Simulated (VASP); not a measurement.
Wanted: the native input for a VASP 6.6.1 run.

| Property | Result |
| --- | --- |
| Task | single point |
| Functional | LDA |
| Potentials or basis | VASP PAW LDA potentials, release 64 (O, H, S) |
| Cutoff | 520 eV |
| k mesh | 1 × 1 × 1 |
| Occupations | fermi-dirac, width 0.05 eV |
| Spin | no spin polarisation |
| Dipole correction | no |
| Further INCAR settings | LREAL = Auto; ALGO = Normal; EDIFF = 1e-06; NBANDS = 55 |

The structure of H18SO8 lies in POSCAR:

```
H18SO8
1.0
    6.6943300000      0.0000000000      0.0000000000
    0.0000000000      6.6943300000      0.0000000000
    0.0000000000      0.0000000000      6.6943300000
O H S
8 18 1
Direct
    0.2798086502      0.3543823976      0.7487228989
    0.6065944412      0.3137958412      0.0156702340
    0.5024298201      0.8438024080      0.1885688479
    0.8963413054      0.9175474829      0.3076358789
    0.1728993846      0.0339744497      1.0049968469
    0.9698755400      0.7345241207      0.8612321306
   -0.0524520315      0.4393802130      0.1360889814
    1.0501723625      0.6119999985      0.4941536895
    0.3775201895      0.2875630613      0.6620831673
    0.2075547316      0.4504799475      0.6606938182
    0.5010104919      0.3964606737     -0.0438551892
    0.6235632219      0.2024532307     -0.0813036933
    0.4540488208      0.8062581166      0.3215369206
    0.3941963394      0.9281226802      0.1306885282
    0.7572609406      0.9020465026      0.2549169487
    0.9791751450      0.9771211617      0.2013147945
    0.1981769457      0.1423614394      0.9061910979
    0.0995890604     -0.0798599331      0.9324525093
    0.9942166179      0.6701961712      0.7263447870
    0.9657602287      0.6254395947      0.9658138912
   -0.1936452866      0.3933027193      0.0973243119
    0.0335393249      0.3252193527      0.1042671021
    1.0005985512      0.7413979207      0.4281316843
    1.0043401418      0.5163112241      0.3887509849
    0.7556908002     -0.1391138231      0.7836464816
    0.4604948556     -0.1020439555      0.8225863163
    0.5987017068     -0.0353946961      0.6880549306
```

These files were run (other wordings do the same):

INCAR

```
ALGO = Normal
EDIFF = 1E-6
ENCUT = 520
ISIF = 2
ISMEAR = -1
LASPH = T
LCHARG = T
LELF = T
LREAL = Auto
LVHAR = T
LWAVE = F
NBANDS = 55
NELM = 100
PREC = Accurate
SIGMA = 0.05
```

KPOINTS

```
k-points
0
Gamma
  1 1 1
```

Potentials or basis: VASP PAW LDA potentials, release 64 (O, H, S).

Launch:

```sh
$ cat potpaw_LDA.64/O/POTCAR potpaw_LDA.64/H/POTCAR potpaw_LDA.64/S/POTCAR > POTCAR
$ mpirun -np 1 vasp_gam > vasp.out
```

It gave:

```json
{
  "Pressure": "-1.8 GPa",
  "Largest force": "0.256 eV/Å"
}
```

Caveat: the k points lie up to 0.94 Å⁻¹ apart.

Wall time 50 s on 1 thread of Intel Xeon 8259CL, on a shared host, peak memory 0.25 GiB.
